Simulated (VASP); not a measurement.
A run of VASP 6.6.1 is set up as follows.

Contents of INCAR:

```
ALGO     = Normal         # electronic algorithm
EDIFF    = 1E-6           # SCF threshold, eV
ENCUT    = 520            # plane-wave cutoff, eV
GGA      = PE             # functional
ISIF     = 2              # what is computed and relaxed
ISMEAR   = -1             # smearing method
LASPH    = T              # aspherical terms in the spheres
LCHARG   = F              # write CHGCAR
LREAL    = F              # projectors in reciprocal space
LWAVE    = F              # write WAVECAR
NBANDS   = 36             # bands
NELM     = 80             # most SCF steps
PREC     = Accurate       # precision mode
SIGMA    = 0.02           # smearing width, eV
```

The input KPOINTS:

```
k-points
0
Gamma
  8 8 8
```

Contents of POSCAR:

```
Ga3P2N
1.0
   -1.8355391637      5.5266764085      2.5748988870
    1.8355391637     -5.5266764085      2.5748988870
    1.8355391637      5.5266764085     -2.5748988870
N Ga P
1 3 2
Direct
   -0.0005136719     -0.0005136719      0.0000000000
    0.2016806002      0.7016806002      0.5000000000
    0.6306508788      0.7768965155      0.8537543633
    0.9231421522      0.7768965155      0.1462456367
    0.3333509936     -0.0024799796      0.3358309733
    0.6616890471     -0.0024799796      0.6641690267
```

Potentials or basis: VASP PAW PBE potentials, release 64 (N, Ga_d, P).

Command:

```console
$ cat potpaw_PBE.64/N/POTCAR potpaw_PBE.64/Ga_d/POTCAR potpaw_PBE.64/P/POTCAR > POTCAR
$ mpirun -np 1 vasp_std > vasp.out
```

Problem. Predict the band gap on the k mesh.

Solution. 0.25 eV.

Problem. What does it give for the pressure?

Solution. 0.1 GPa.

Problem. Predict the largest force.

Solution. 0.023 eV/Å.

Forces on the atoms (eV/Å):
```
N    0.000  0.000 -0.001
Ga   0.000  0.000  0.023
Ga   0.000 -0.014 -0.016
Ga   0.000  0.014 -0.016
P    0.000  0.002  0.005
P    0.000 -0.002  0.005
```

A k mesh can miss the band edges.
